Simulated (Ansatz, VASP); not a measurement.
**HfO2 in VASP and in Ansatz**

```
Hf O
1.0
     0.00000    2.55750    2.55750
     2.55750    0.00000    2.55750
     2.55750    2.55750    0.00000
Hf O
1 2
Direct
  0.02905 0.97263 0.01784
  0.69254 0.77180 0.76375
  0.23385 0.28671 0.27046
```

Change from the starting cell: atoms moved at random, drawn with an rms of 0.15 Å.

Alike in both runs: task single point; functional revPBE; dispersion D3(BJ); k mesh 7 × 7 × 7; occupations gaussian, width 0.025 eV; no spin polarisation.

```csv
,VASP,Ansatz
version,VASP 6.6.1,Ansatz 0.2.0
potentials or method,"VASP PAW PBE potentials, release 64 (Hf_pv, O)",Ansatz PAW earlier set
plane-wave cutoff (eV),520,900
valence electrons in the cell,22,38
```

|  | VASP | Ansatz | Ansatz less VASP |
| --- | --- | --- | --- |
| gap on the k mesh at the Fermi level (eV) | 3.93 | 3.94 | +0.015 |
| least direct gap on the mesh (eV) | 4.00 | 4.01 | +0.009 |
| pressure (GPa) | -0.4 | 3.0 | +3.39 |
| traceless stress, the component that is largest in VASP (GPa) | -8.87 | -9.22 | -0.343 |
| rms of the force components (eV/Å) | 1.383 | 1.403 | +0.0203 |

VASP's potentials were made for PBE, not for revPBE. Atom by atom the forces differ by 0.022 eV/Å (rms over components). VASP's potentials hold 22 valence electrons a cell and Ansatz's 38, so a difference there can come from the potentials and not from the codes.

Spin-orbit coupling is off throughout. Noted on Ansatz's run: odd divisions of the mesh miss points on the zone boundary, where band edges often lie, so the gap on the mesh can be too wide.
